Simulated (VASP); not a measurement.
# BeSe4 (I4/m) in VASP: further runs

The runs below take BeSe4 through single point, with PBE.

Everything below comes from runs of VASP 6.6.1. Logs are shortened: lines on timing, memory, paths and dates and some standing lists are left out, and cuts for length are marked.

**1. The cell of the first run**

Symmetry: I4/m, No. 87, tetragonal system. The conventional cell has a = 7.018 Å, b = 7.018 Å, c = 4.341 Å, α = 90.00°, β = 90.00°, γ = 90.00°. Be (site symmetry 4/m) has 12 Se at 3.11 to 3.14 Å within 4.1 Å. Within 4.1 Å of Se (site symmetry m) lie 9 Se at 3.10 to 3.14 Å and 3 Be at 3.11 to 3.14 Å.

**2. Single point, PBE**

INCAR

```
PREC     = Accurate       # precision mode
ENCUT    = 520            # plane-wave cutoff, eV
EDIFF    = 1E-6           # SCF threshold, eV
ISMEAR   = 0              # smearing method
SIGMA    = 0.1            # smearing width, eV
LREAL    = F              # projectors in reciprocal space
LASPH    = T              # aspherical terms in the spheres
NELM     = 60             # most SCF steps
ALGO     = Normal         # electronic algorithm
ISIF     = 2              # what is computed and relaxed
LWAVE    = F              # write WAVECAR
LCHARG   = F              # write CHGCAR
GGA      = PE             # functional
NBANDS   = 21             # bands
```

KPOINTS

```
regular mesh
0
Gamma
  6 6 6
```

POSCAR

```
BeSe4
1.0
   -3.5092191100      3.5092191100      2.1706639300
    3.5092191100     -3.5092191100      2.1706639300
    3.5092191100      3.5092191100     -2.1706639300
Be Se
1 4
Direct
    0.0000000000      0.0000000000      0.0000000000
    0.1996101100      0.5996307700      0.7992408900
    0.5996307700      0.8003898900      0.4000206600
    0.4003692300      0.1996101100      0.5999793400
    0.8003898900      0.4003692300      0.2007591100
```

Potentials or basis: VASP PAW PBE potentials, release 64 (Be, Se).

Launch:

```sh
cat potpaw_PBE.64/Be/POTCAR potpaw_PBE.64/Se/POTCAR > POTCAR
mpirun -np 1 vasp_std > vasp.out
```

OUTCAR:

```text
PREC = Accurate
   ENCUT = 520
   EDIFF = 1E-6
   ISMEAR = 0
   LREAL = F
   LASPH = T
   NELM = 60
   ISIF = 2
   GGA = PE

 ion  position               nearest neighbor table
   1  0.000  0.000  0.000-
   2  0.200  0.600  0.799-
   3  0.600  0.800  0.400-
   4  0.400  0.200  0.600-
   5  0.800  0.400  0.201-

  LATTYP: Found a body centered tetragonal cell.
 ALAT       =     7.0184382200
 C/A-ratio  =     0.6185603868

  Lattice vectors:

 A1 = (  -3.5092191100,   3.5092191100,   2.1706639300)
 A2 = (   3.5092191100,  -3.5092191100,   2.1706639300)
 A3 = (   3.5092191100,   3.5092191100,  -2.1706639300)

Analysis of symmetry for initial positions (statically):
=====================================================================
 Subroutine PRICEL returns:
 Original cell was already a primitive cell.

 Routine SETGRP: Setting up the symmetry group for a
 body centered tetragonal supercell.

 Subroutine GETGRP returns: Found  8 space group operations
 (whereof  8 operations were pure point group operations)
 out of a pool of 16 trial point group operations.

The static configuration has the point symmetry C_4h.

Analysis of symmetry for dynamics (positions and initial velocities):
=====================================================================
 Subroutine PRICEL returns:
 Original cell was already a primitive cell.

 Routine SETGRP: Setting up the symmetry group for a
 body centered tetragonal supercell.

 Subroutine GETGRP returns: Found  8 space group operations
 (whereof  8 operations were pure point group operations)
 out of a pool of 16 trial point group operations.

The dynamic configuration has the point symmetry C_4h.

 Subroutine INISYM returns: Found  8 space group operations
 (whereof  8 operations are pure point group operations),
 and found     1 'primitive' translations

----------------------------------------------------------------------------------------

                                     Primitive cell

  volume of cell :     106.9236

  direct lattice vectors                    reciprocal lattice vectors
    -3.509219110  3.509219110  2.170663930     0.000000000  0.142481841  0.230344271
     3.509219110 -3.509219110  2.170663930     0.142481841  0.000000000  0.230344271
     3.509219110  3.509219110 -2.170663930     0.142481841  0.142481841  0.000000000

  length of vectors
     5.416735126  5.416735126  5.416735126     0.270849697  0.270849697  0.201499752

  position of ions in fractional coordinates (direct lattice)
     0.000000000  0.000000000  0.000000000
     0.199610110  0.599630770  0.799240890
     0.599630770  0.800389890  0.400020660
     0.400369230  0.199610110  0.599979340
     0.800389890  0.400369230  0.200759110

  ion indices of the primitive-cell ions
   primitive index   ion index
                 1           1
                 2           2
                 3           3
                 4           4
                 5           5

----------------------------------------------------------------------------------------

 KPOINTS: regular mesh

Automatic generation of k-mesh.
 Grid dimensions read from file:
 generate k-points for:    6    6    6

 Generating k-lattice:

  Cartesian coordinates                     Fractional coordinates (reciprocal lattice)
     0.000000000  0.023746974  0.038390712     0.166666667  0.000000000 -0.000000000
     0.023746974  0.000000000  0.038390712     0.000000000  0.166666667 -0.000000000
     0.023746974  0.023746974  0.000000000     0.000000000  0.000000000  0.166666667

  Length of vectors
     0.045141616  0.045141616  0.033583292

  Shift w.r.t. Gamma in fractional coordinates (k-lattice)
     0.000000000  0.000000000  0.000000000

 Subroutine IBZKPT returns following result:
 ===========================================

 Found     36 irreducible k-points:

 Following reciprocal coordinates:
            Coordinates               Weight
  0.000000  0.000000  0.000000      1.000000
  0.166667 -0.000000  0.000000      8.000000
  0.333333 -0.000000  0.000000      8.000000
  0.500000  0.000000 -0.000000      4.000000
  0.166667  0.166667  0.000000      8.000000
  0.333333  0.166667  0.000000      8.000000
[... 16 lines left out ...]
 -0.333333  0.333333 -0.166667      4.000000
 -0.166667  0.333333  0.166667      8.000000
 [... further k-points ...]
   k-points           NKPTS =     36   k-points in BZ     NKDIM =     36   number of bands    NBANDS=     21
   number of dos      NEDOS =    301   number of ions     NIONS =      5
   total plane-waves  NPLWV =  64000
   dimension x,y,z NGX =    40 NGY =   40 NGZ =   40
   dimension x,y,z NGXF=    80 NGYF=   80 NGZF=   80
   ions per type =               1   4
   NGX,Y,Z   is equivalent  to a cutoff of  12.28, 12.28, 12.28 a.u.
   NGXF,Y,Z  is equivalent  to a cutoff of  24.55, 24.55, 24.55 a.u.
 SYSTEM =  unknown system
   PREC   = accura    normal or accurate (medium, high low for compatibility)
   ISTART =      0    job   : 0-new  1-cont  2-samecut
   ICHARG =      2    charge: 1-file 2-atom 10-const
   ISPIN  =      1    spin polarized calculation?
   LNONCOLLINEAR =      F non collinear calculations
   LSORBIT =      F    spin-orbit coupling
   LASPH  =      T    aspherical Exc in radial PAW
   ENCUT  =  520.0 eV  38.22 Ry    6.18 a.u.  10.07 10.07 10.07*2*pi/ulx,y,z
   NELM   =     60;   NELMIN=  2; NELMDL= -5     # of ELM steps
   EDIFF  = 0.1E-05   stopping-criterion for ELM
   LREAL  =      F    real-space projection
   EDIFFG = 0.1E-04   stopping-criterion for IOM
   NSW    =      0    number of steps for IOM
   IBRION =     -1    ionic relax: 0-MD 1-quasi-New 2-CG
   NFREE  =      0    steps in history (QN), initial steepest desc. (CG)
   ISIF   =      2    stress and relaxation
   ISYM   =      2    0-nonsym 1-usesym 2-fastsym
   POTIM  = 0.5000    time-step for ionic-motion
   TEBEG  =    0.0;   TEEND  =   0.0 temperature during run
   PSTRESS=    0.0 pullay stress
   NELECT =      26.0000    total number of electrons
   NUPDOWN=      -1.0000    fix difference up-down
   EMIN   =  10.00;   EMAX   =-10.00  energy-range for DOS
   EFERMI =   0.00;   METHOD = LEGACY
   ISMEAR =     0;   SIGMA  =   0.10  broadening in eV -4-tet -1-fermi 0-gaus
   EFERMI_NEDOS =   21; number of points for ismear=-14 and -15
   IALGO  =     38    algorithm
   IMIX   =      4    mixing-type and parameters
     AMIX     =   0.40;   BMIX     =  1.00
     AMIX_MAG =   1.60;   BMIX_MAG =  1.00
  volume/ion in A,a.u.               =      21.38       144.31
  Fermi-wavevector in a.u.,A,eV,Ry     =   1.021821  1.930961 14.206086  1.044118
  Thomas-Fermi vector in A             =   2.155466
   LORBIT       =      0    0 simple, 1 ext, 2 COOP (PROOUT), +10 PAW based schemes
   GGA     = PE    functional components
   LHFCALC =     F    Hartree Fock is set to
   AEXX    =    0.0000 exact exchange contribution
   IVDW    =     0    specifies the selected vdW correction
   LEPSILON=     F    determine dielectric tensor
   LRPA    =     F    only Hartree local field effects (RPA)
 non-spin polarized calculation
 Gauss-broadening in eV      SIGMA  =   0.10
  energy-cutoff  :      520.00
  volume of cell :      106.92
 maximum number of plane-waves:      2908
   NGX = 21   NGY = 21   NGZ = 21

 number of electron      25.9999998 magnetization

 Free energy of the ion-electron system (eV)
  ---------------------------------------------------
  ext. energy  EPLUGINS =         0.00000000
  ---------------------------------------------------
  free energy    TOTEN  =       -13.55677468 eV

  energy without entropy =      -13.53338472  energy(sigma->0) =      -13.54507970

 E-fermi :   4.0743     XC(G=0):  -9.8332

 val. band max:        4.0667919389   @ k =   0.1667   0.1667   0.0000
 cond. band min:       4.0793086536   @ k =  -0.3333   0.5000   0.3333
 fundamental gap:      0.0125167147
 Fermi energy:         4.0742994940

 k-point     1 :       0.0000    0.0000    0.0000
  band No.  band energies     occupation
      1     -10.9653      2.00000
      2      -7.7482      2.00000
      3      -7.7425      2.00000
      4      -7.7425      2.00000
      5      -0.9694      2.00000
      6      -0.1756      2.00000
[... 13 lines left out ...]
     20       8.7286      0.00000
     21      13.5711      0.00000

 k-point     2 :       0.1667   -0.0000    0.0000
  band No.  band energies     occupation
      1     -10.7477      2.00000
      2      -8.0749      2.00000
      3      -7.8492      2.00000
      4      -7.6005      2.00000
      5      -0.9117      2.00000
      6      -0.6298      2.00000
[... 13 lines left out ...]
     20       8.7344      0.00000
     21      12.0559      0.00000

 k-point     3 :       0.3333   -0.0000    0.0000
  band No.  band energies     occupation
      1     -10.1286      2.00000
      2      -8.3620      2.00000
      3      -8.1959      2.00000
      4      -7.8420      2.00000
      5      -1.4633      2.00000
      6      -0.9016      2.00000
[... 13 lines left out ...]
     20       8.7834      0.00000
     21      11.8513      0.00000

 k-point     4 :       0.5000    0.0000   -0.0000
  band No.  band energies     occupation
      1      -9.3748      2.00000
      2      -9.0282      2.00000
      3      -8.3190      2.00000
      4      -7.9788      2.00000
      5      -1.6742      2.00000
      6      -1.1944      2.00000
[... 13 lines left out ...]
     20       8.7502      0.00000
     21      13.4346      0.00000

 k-point     5 :       0.1667    0.1667    0.0000
  band No.  band energies     occupation
      1     -10.2342      2.00000
      2      -8.2825      2.00000
      3      -8.0942      2.00000
      4      -7.8224      2.00000
      5      -1.3194      2.00000
      6      -0.9586      2.00000
[... 13 lines left out ...]
     20       8.5987      0.00000
     21      11.9280      0.00000
[... 382 lines left out ...]
     20       8.4931      0.00000
     21      12.9791      0.00000

 k-point    22 :      -0.3333    0.3333    0.1667
  band No.  band energies     occupation
      1     -10.4128      2.00000
      2      -8.9400      2.00000
      3      -7.9669      2.00000
      4      -7.3744      2.00000
      5      -0.6160      2.00000
      6      -0.4988      2.00000
[... 13 lines left out ...]
     20       8.6968      0.00000
     21      11.3544      0.00000

 k-point    23 :      -0.3333    0.3333   -0.1667
  band No.  band energies     occupation
      1     -10.4115      2.00000
      2      -8.9579      2.00000
      3      -7.8986      2.00000
      4      -7.4310      2.00000
      5      -0.8383      2.00000
      6      -0.0930      2.00000
[... 13 lines left out ...]
     20       8.4218      0.00000
     21      10.6272      0.00000

 k-point    24 :      -0.1667    0.3333    0.1667
  band No.  band energies     occupation
      1     -10.3035      2.00000
      2      -8.6377      2.00000
      3      -8.1720      2.00000
      4      -7.6067      2.00000
      5      -1.1206      2.00000
      6      -0.2958      2.00000
[... 13 lines left out ...]
     20       8.5755      0.00000
     21      11.5514      0.00000

 [... further k-points ...]
[... 5 lines left out ...]
  --------------------------------------------------------------------------------------
  -------------------------------------------------------------------------------------
  Total       -3.9694280     -3.9694280     -4.9129623      0.0000000      0.0000000      0.0000000
  in kB      -59.4791782    -59.4791782    -73.6173976      0.0000006      0.0000000      0.0000000
  external PRESSURE =     -64.1919180 kB  Pullay stress =       0.0000000 kB

 VOLUME and BASIS-vectors are now :
 -----------------------------------------------------------------------------
  energy-cutoff  :      520.00
  volume of cell :      106.92
      direct lattice vectors                 reciprocal lattice vectors
    -3.509219110  3.509219110  2.170663930     0.000000000  0.142481841  0.230344271
     3.509219110 -3.509219110  2.170663930     0.142481841  0.000000000  0.230344271
     3.509219110  3.509219110 -2.170663930     0.142481841  0.142481841  0.000000000

 POSITION                                       TOTAL-FORCE (eV/Angst)
 -----------------------------------------------------------------------------------
      0.00000      0.00000      0.00000         0.000000      0.000000      0.000000
      4.20847      1.40095     -0.00000         0.317705      0.106611     -0.000000
      2.10827      0.69925      2.17066        -0.106611      0.317705      0.000000
      1.40095      2.80997      0.00000         0.106611     -0.317705      0.000000
     -0.69925      2.10827      2.17066        -0.317705     -0.106611      0.000000
 -----------------------------------------------------------------------------------
    total drift:                                0.000000      0.000000     -0.000000

  FREE ENERGIE OF THE ION-ELECTRON SYSTEM (eV)
  ---------------------------------------------------
  free  energy   TOTEN  =       -13.5567746809 eV

  energy  without entropy=      -13.5333847218  energy(sigma->0) =      -13.54507970
```

Run time: 27 s. Hardware: 1 thread of Intel Xeon 6975P-C (Granite Rapids), shared host; peak memory 0.26 GiB.

Results:

- Free energy: -13.5568 eV
- Pressure: -6.4 GPa
- Largest force: 0.335 eV/Å
- Band gap on the k mesh: zero (band 13 reaches 4.41 eV, above the bottom of band 14 at 3.68 eV)

Forces in eV/Å, atoms in the order of the input:
```
Be   0.000  0.000  0.000
Se   0.318  0.107  0.000
Se  -0.107  0.318  0.000
Se   0.107 -0.318  0.000
Se  -0.318 -0.107  0.000
```

Levels at points of the mesh, in eV from the Fermi level:
```
           k point  band 9  band 10  band 11  band 12  band 13  band 14  band 15  band 16  band 17  band 18
(0.00, 0.00, 0.00)   -2.73    -2.63    -2.63    -0.81    -0.78    -0.17     0.05     0.55     0.55     4.60
(0.50, 0.00, 0.00)   -2.57    -2.55    -1.40    -0.63     0.28     0.73     0.84     1.19     1.94     3.93
(0.50, 0.50, 0.00)   -3.05    -2.81    -0.96    -0.50    -0.31    -0.16     0.64     1.33     2.26     3.23
(0.50, 0.50, 0.50)   -2.21    -0.49    -0.47    -0.47    -0.39    -0.39     0.42     0.62     1.75     3.30
```

**3. Single point, PBE**

This run uses another cell than the first one, of 24.25 Å³/atom, 1.134 times its volume.

INCAR

```
SYSTEM = BeSe4
ALGO = Normal ; EDIFF = 1E-6
ENCUT = 520 ; GGA = PE
ISIF = 2 ; ISMEAR = 0
LASPH = .TRUE. ; LCHARG = .FALSE.
LREAL = .FALSE. ; LWAVE = .FALSE.
NBANDS = 21 ; NELM = 60
PREC = Accurate ; SIGMA = 0.1
```

KPOINTS

```
k-points
0
G
  6 6 6
  0 0 0
```

POSCAR

```
BeSe4
1.0
   -3.7270644854      3.7270644854      2.1823858400
    3.7270644854     -3.7270644854      2.1823858400
    3.7270644854      3.7270644854     -2.1823858400
Be Se
1 4
Direct
    0.0000000000      0.0000000000      0.0000000000
    0.1697225992      0.7252055481      0.8949281472
    0.7252055481      0.8302774008      0.5554829489
    0.2747944519      0.1697225992      0.4445170511
    0.8302774008      0.2747944519      0.1050718528
```

Potentials or basis: VASP PAW PBE potentials, release 64 (Be, Se).

Launch:

```sh
cat potpaw_PBE.64/Be/POTCAR potpaw_PBE.64/Se/POTCAR > POTCAR
mpirun -np 1 vasp_std > vasp.out
```

It took 40 s on 1 thread of Intel Xeon 6975P-C (Granite Rapids), shared host; peak memory 0.28 GiB.

The run converged. Its results:

| Property | Result |
| --- | --- |
| Free energy | -17.2016 eV |
| Pressure | 0.2 GPa |
| Largest force | 0.014 eV/Å |
| Band gap on the k mesh | zero (band 13 reaches 4.58 eV, above the bottom of band 14 at 2.34 eV) |

Forces in eV/Å, atoms in the order of the input:
```
Be   0.000  0.000  0.000
Se  -0.008 -0.011  0.000
Se   0.011 -0.008  0.000
Se  -0.011  0.008  0.000
Se   0.008  0.011  0.000
```

Stress tensor (GPa, compression positive):
```
0.13 0.00 0.00
0.00 0.13 0.00
0.00 0.00 0.20
```

Levels at points of the mesh, in eV from the Fermi level:
| k point | band 12 | band 13 | band 14 | band 15 | band 16 | band 17 |
| --- | --- | --- | --- | --- | --- | --- |
| (0.00, 0.00, 0.00) | -1.34 | -1.34 | -0.04 | 0.68 | 0.80 | 2.03 |
| (0.50, 0.00, 0.00) | -1.63 | 0.94 | 1.66 | 1.89 | 2.05 | 2.42 |
| (0.50, 0.50, 0.00) | -1.01 | -0.88 | -0.70 | 1.28 | 1.62 | 3.28 |
| (0.50, 0.50, 0.50) | -0.83 | -0.83 | -0.60 | 1.60 | 1.60 | 3.71 |
